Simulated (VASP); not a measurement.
# K (P6_3/mmc) in VASP: notebook, part 2 of 2

VASP 6.6.1.

## 6. Relaxation of cell and atoms, PBE, target pressure 2.5 GPa, at which the enthalpy is minimised

INCAR reads:

```
ALGO = Normal ; EDIFF = 1E-7
EDIFFG = -0.005 ; ENCUT = 600
GGA = PE ; IBRION = 2
ISIF = 3 ; ISMEAR = -1
LASPH = True ; LCHARG = False
LREAL = False ; LWAVE = False
NELM = 60 ; NSW = 60
PREC = Accurate ; PSTRESS = 25.0
SIGMA = 0.05
```

KPOINTS reads:

```
k-points
0
Gamma
  11 11 6
```

POSCAR reads:

```
K
1.0
    4.1904992495      0.0000000000      0.0000000000
   -2.0952496247      3.6290788046      0.0000000000
    0.0000000000      0.0000000000      6.7886087842
K
2
Direct
    0.3333333333      0.6666666667      0.2500000000
    0.6666666667      0.3333333333      0.7500000000
```

Potentials or basis: VASP PAW PBE potentials, release 64 (K_sv).

Started as:

```
$ cat potpaw_PBE.64/K_sv/POTCAR > POTCAR
$ mpirun -np 1 vasp_std > vasp.out
```

OUTCAR:

```text
EDIFF = 1E-7
   EDIFFG = -0.005
   ENCUT = 600
   GGA = PE
   IBRION = 2
   ISIF = 3
   ISMEAR = -1
   LASPH = True
   LREAL = False
   NELM = 60
   NSW = 60
   PREC = Accurate
   PSTRESS = 25.0

 ion  position               nearest neighbor table
   1  0.333  0.667  0.250-
   2  0.667  0.333  0.750-

  LATTYP: Found a hexagonal cell.
 ALAT       =     4.1904992495
 C/A-ratio  =     1.6200000000

  Lattice vectors:

 A1 = (   4.1904992495,   0.0000000000,   0.0000000000)
 A2 = (  -2.0952496247,   3.6290788046,   0.0000000000)
 A3 = (   0.0000000000,   0.0000000000,   6.7886087842)

Analysis of symmetry for initial positions (statically):
=====================================================================
 Subroutine PRICEL returns:
 Original cell was already a primitive cell.

 Routine SETGRP: Setting up the symmetry group for a
 hexagonal supercell.

 Subroutine GETGRP returns: Found 24 space group operations
 (whereof 12 operations were pure point group operations)
 out of a pool of 24 trial point group operations.

The static configuration has the point symmetry D_3d.
 The point group associated with its full space group is D_6h.

Analysis of symmetry for dynamics (positions and initial velocities):
=====================================================================
 Subroutine PRICEL returns:
 Original cell was already a primitive cell.

 Routine SETGRP: Setting up the symmetry group for a
 hexagonal supercell.

 Subroutine GETGRP returns: Found 24 space group operations
 (whereof 12 operations were pure point group operations)
 out of a pool of 24 trial point group operations.

The dynamic configuration has the point symmetry D_3d.
 The point group associated with its full space group is D_6h.

[... 130 lines left out ...]
 non-spin polarized calculation
  energy-cutoff  :      600.00
  volume of cell :      103.24
 maximum number of plane-waves:      3496
 NGX is ok and might be reduce to    36
   NGX = 17   NGY = 17   NGZ = 27

--------------------------------------- Ionic step        1  -------------------------------------------

 number of electron      17.9999999 magnetization

 Free energy of the ion-electron system (eV)
  ---------------------------------------------------
  ext. energy  EPLUGINS =         0.00000000
  ---------------------------------------------------
  free energy    TOTEN  =        -1.83358280 eV

  energy without entropy =       -1.81875393  energy(sigma->0) =       -1.82616836

------------------------ aborting loop because EDIFF is reached ----------------------------------------

  FORCE on cell =-STRESS in cart. coord.  units (eV):
  Direction    XX          YY          ZZ          XY          YZ          ZX
  --------------------------------------------------------------------------------------
  -------------------------------------------------------------------------------------
  Total        1.5788346      1.5788346      1.7069223      0.0000000     -0.0000000      0.0000000
  in kB       24.5021539     24.5021539     26.4899656      0.0000000     -0.0000000      0.0000000
  external PRESSURE =       0.1647578 kB  Pullay stress =      25.0000000 kB
[... 177 lines left out ...]
--------------------------------------- Ionic step        6  -------------------------------------------

 number of electron      18.0000002 magnetization

 Free energy of the ion-electron system (eV)
  ---------------------------------------------------
  ext. energy  EPLUGINS =         0.00000000
  ---------------------------------------------------
  free energy    TOTEN  =        -1.83609105 eV

  energy without entropy =       -1.82245380  energy(sigma->0) =       -1.82927243

 E-fermi :   0.8671     XC(G=0):  -6.5829

 val. band max:        0.8486068084   @ k =   0.2727   0.2727   0.0000
 cond. band min:       0.8729548901   @ k =   0.2727   0.0909   0.3333
 fundamental gap:      0.0243480817
 Fermi energy:         0.8671469806

 k-point     1 :       0.0000    0.0000    0.0000
  band No.  band energies     occupation
      1     -31.1842      2.00000
      2     -31.1661      2.00000
      3     -14.7961      2.00000
      4     -14.6063      2.00000
      5     -14.6063      2.00000
      6     -14.5819      2.00000
      7     -14.5803      2.00000
      8     -14.5803      2.00000
      9      -1.8639      2.00000
     10       1.0692      0.03455
     11       1.5331      0.00000
     12       5.2073      0.00000
     13       5.2075      0.00000
[... 354 lines left out ...]
  band No.  band energies     occupation
      1     -31.1747      2.00000
      2     -31.1628      2.00000
      3     -14.7527      2.00000
      4     -14.6800      2.00000
      5     -14.6709      2.00000
      6     -14.6288      2.00000
      7     -14.6020      2.00000
      8     -14.5982      2.00000
      9      -0.9690      2.00000
     10       1.0727      0.03222
     11       2.4774      0.00000
     12       3.6300      0.00000
     13       4.4440      0.00000

 [... further k-points ...]

------------------------ aborting loop because EDIFF is reached ----------------------------------------

  FORCE on cell =-STRESS in cart. coord.  units (eV):
  Direction    XX          YY          ZZ          XY          YZ          ZX
  --------------------------------------------------------------------------------------
  -------------------------------------------------------------------------------------
  Total        1.6139116      1.6139116      1.6145519      0.0000000     -0.0000000      0.0000000
  in kB       25.0237635     25.0237635     25.0336916      0.0000000     -0.0000000      0.0000000
  external PRESSURE =       0.0270729 kB  Pullay stress =      25.0000000 kB
[... 21 lines left out ...]
  energy  without entropy=       -1.8224538037  energy(sigma->0) =       -1.82927243

  enthalpy is  TOTEN    =        -0.2237121175 eV   P V=        1.6123789372

 reached required accuracy - stopping structural energy minimisation
```

Run time: 6.5 min. Hardware: 1 thread of Oxide Virtual Turin-like, shared host; peak memory 0.27 GiB.

Results:

```yaml
Free_energy: -1.8361 eV
Relaxed_volume: 51.67 Å³/atom
Relaxed_cell: a = 4.160 Å, b = 4.160 Å, c = 6.895 Å, α = 90.00°, β = 90.00°, γ = 120.00°
Space_group_after_relaxing_to_0.05_Å: P6_3/mmc (No. 194)
Energy_change_on_relaxing_the_enthalpy_is_what_falls: -1.3 meV/atom
Ionic_steps: 6
Pressure_after_relaxing: 2.5 GPa
Band_gap_on_the_k_mesh: zero (band 9 reaches 1.94 eV, above the bottom of band 10 at -0.94 eV)
```

The path:
| step | energy change (eV) | largest force (eV/Å) | pressure (GPa) | volume (Å³) |
| --- | --- | --- | --- | --- |
| 1 | 0.0000 | 0.0000 | 2.52 | 103.24 |
| 2 | -0.0015 | 0.0000 | 2.51 | 103.32 |
| 3 | -0.0057 | 0.0000 | 2.48 | 103.55 |
| 4 | -0.0127 | 0.0000 | 2.43 | 104.00 |
| 5 | -0.0091 | 0.0000 | 2.46 | 103.76 |
| 6 | -0.0025 | 0.0000 | 2.50 | 103.33 |

Final structure:
```cif
data_structure
_symmetry_space_group_name_H-M 'P 1'
_symmetry_Int_Tables_number 1
_cell_length_a 4.1600
_cell_length_b 4.1600
_cell_length_c 6.8947
_cell_angle_alpha 90.000
_cell_angle_beta 90.000
_cell_angle_gamma 120.000
_cell_volume 103.33
loop_
_atom_site_label
_atom_site_type_symbol
_atom_site_fract_x
_atom_site_fract_y
_atom_site_fract_z
_atom_site_occupancy
K1 K 0.33333 0.66667 0.25000 1
K2 K 0.66667 0.33333 0.75000 1
```

Levels at points of the mesh, in eV from the Fermi level:
```csv
k point,band 7,band 8,band 9,band 10,band 11,band 12
"(0.00, 0.00, 0.00)",-15.45,-15.45,-2.73,0.20,0.67,4.34
"(0.00, 0.00, 0.50)",-15.46,-15.46,-1.80,-1.80,2.85,2.85
```

Caveat: the cell is relaxed towards a set pressure, so the enthalpy falls and the energy may rise.

## 7. Relaxation of cell and atoms, PBE, target pressure 2.5 GPa, at which the enthalpy is minimised

INCAR reads:

```
PREC     = Accurate       # precision mode
ENCUT    = 600            # plane-wave cutoff, eV
EDIFF    = 1E-6           # SCF threshold, eV
ISMEAR   = -1             # smearing method
SIGMA    = 0.05           # smearing width, eV
LREAL    = False          # projectors in reciprocal space
LASPH    = True           # aspherical terms in the spheres
NELM     = 60             # most SCF steps
ALGO     = Normal         # electronic algorithm
ISIF     = 3              # what is computed and relaxed
LWAVE    = False          # write WAVECAR
LCHARG   = False          # write CHGCAR
GGA      = PE             # functional
IBRION   = 2              # ionic algorithm
NSW      = 32             # ionic steps
EDIFFG   = -0.005         # ionic threshold
PSTRESS  = 25.0
```

KPOINTS reads:

```
Automatic mesh
0
Gamma
  11 11 6
```

POSCAR reads:

```
K
1.0
    4.1605636760      0.0000000000      0.0000000000
   -2.0802818380      3.6031538375      0.0000000000
    0.0000000000      0.0000000000      6.8953242816
K
2
Direct
    0.3333333333      0.6666666667      0.2500000000
    0.6666666667      0.3333333333      0.7500000000
```

Started as:

```
$ cat potpaw_PBE.64/K_sv/POTCAR > POTCAR
$ mpirun -np 1 vasp_std > vasp.out
```

It took 80 s on 1 thread of Oxide Virtual Turin-like, shared host; peak memory 0.25 GiB.

The run converged. Its results:

```
Free energy             : -1.8367 eV
Pressure after relaxing : 2.5 GPa
Band gap on the k mesh  : zero (band 9 reaches 1.94 eV, above the bottom of band 10 at -0.94 eV)
```

Final structure:
```
CELL_PARAMETERS angstrom
4.16056 0.00000 0.00000
-2.08028 3.60315 0.00000
0.00000 0.00000 6.89532
ATOMIC_POSITIONS crystal
K 0.33333 0.66667 0.25000
K 0.66667 0.33333 0.75000
```

Levels at points of the mesh, in eV from the Fermi level:
| k point | band 6 | band 7 | band 8 | band 9 | band 10 | band 11 | band 12 | band 13 |
| --- | --- | --- | --- | --- | --- | --- | --- | --- |
| (0.00, 0.00, 0.00) | -15.45 | -15.45 | -15.45 | -2.73 | 0.20 | 0.67 | 4.32 | 4.34 |
| (0.00, 0.00, 0.50) | -15.46 | -15.46 | -15.46 | -1.80 | -1.80 | 2.85 | 2.85 | 4.38 |

Caveat: the relaxation stopped at its first step, so nothing moved; the cell is relaxed towards a set pressure, so the enthalpy falls and the energy may rise.

## 8. The runs side by side

```tsv
task	cell	k mesh	cutoff (eV)	gap on the mesh (eV)	pressure (GPa)
single point	a = 4.161, b = 4.161, c = 6.895 Å, angles 90.0, 90.0, 120.0°, 2 atoms	11 × 11 × 6	520	none	2.5
single point	a = 4.158, b = 4.158, c = 13.782 Å, angles 90.0, 90.0, 120.0°, 4 atoms	7 × 7 × 4	520	none	2.5
relaxation of cell and atoms	relaxed to 2.5 GPa from a = 4.190, b = 4.190, c = 6.789 Å, angles 90.0, 90.0, 120.0°, 2 atoms	11 × 11 × 6	600	none	2.5
relaxation of cell and atoms	relaxed to 2.5 GPa from a = 4.161, b = 4.161, c = 6.895 Å, angles 90.0, 90.0, 120.0°, 2 atoms	11 × 11 × 6	600	none	2.5
```

Alike in all rows: level PBE; potentials or basis VASP PAW PBE potentials, release 64 (K_sv); no spin polarisation; smearing fermi-dirac 0.05 eV.

Caveats: the cell is relaxed towards a set pressure, so the enthalpy falls and the energy may rise (some runs); the relaxation stopped at its first step, so nothing moved (some runs).

Total energies depend on the potentials used, so only differences within one code and one set of settings carry meaning.
